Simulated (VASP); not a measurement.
Runs of VASP 6.6.1 on W. The structure is that of space group Fd-3m (No. 227), or close to it. The cells are those of the table. This isn't the form of W at room conditions, which is bcc.

| task | cell | k mesh | cutoff (eV) | gap on the mesh (eV) | pressure (GPa) |
| --- | --- | --- | --- | --- | --- |
| single point | a = 4.017 Å, angles 60.0°, 2 atoms | 11 × 11 × 11 | 520 | none | (a) |
| single point | a = 4.072 Å, angles 60.0°, 2 atoms | 11 × 11 × 11 | 520 | none | 0.6 |
| single point | a = 4.229 Å, angles 60.0°, 2 atoms | 11 × 11 × 11 | 520 | none | (b) |
| single point | a = 3.902 Å, angles 60.0°, 2 atoms | 11 × 11 × 11 | 520 | none | 22.7 |
| single point | a = 4.178 Å, angles 60.0°, 2 atoms | 11 × 11 × 11 | 520 | none | -8.3 |
| relaxation of cell and atoms | relaxed from a = 3.926 Å, angles 60.0°, 2 atoms | 10 × 10 × 10 | 600 | none | -0.1 |
| single point | a = 3.960 Å, angles 60.0°, 2 atoms | 11 × 11 × 11 | 520 | none | 13.9 |
| single point | a = 4.125 Å, angles 60.0°, 2 atoms | 11 × 11 × 11 | 520 | none | -4.2 |
| single point | a = 4.072 Å, angles 60.0°, 2 atoms | 16 × 16 × 16 | 520 | none | 0.6 |
| single point | a = 4.072 Å, angles 60.0°, 2 atoms | 10 × 10 × 10 | 520 | none | 0.6 |

Alike in all rows: level PBEsol; potentials or basis VASP PAW PBE potentials, release 64 (W_sv); no spin polarisation; smearing fermi-dirac 0.1 eV.

**Question.** Fill in the values left out.

**Answer.** (a) 6.6; (b) -11.6.

Caveats: the PAW data sets were made with another functional, which shifts forces and pressure a little; spin-orbit coupling is left out, which moves the levels of the heavy elements; the cell stands under pressure (at least some runs); the cell stands under tension (at least some runs).

A k mesh can miss the band edges, and the runs leave out spin-orbit coupling on W.

A gap of «none» marks levels without a gap at the run's occupations.
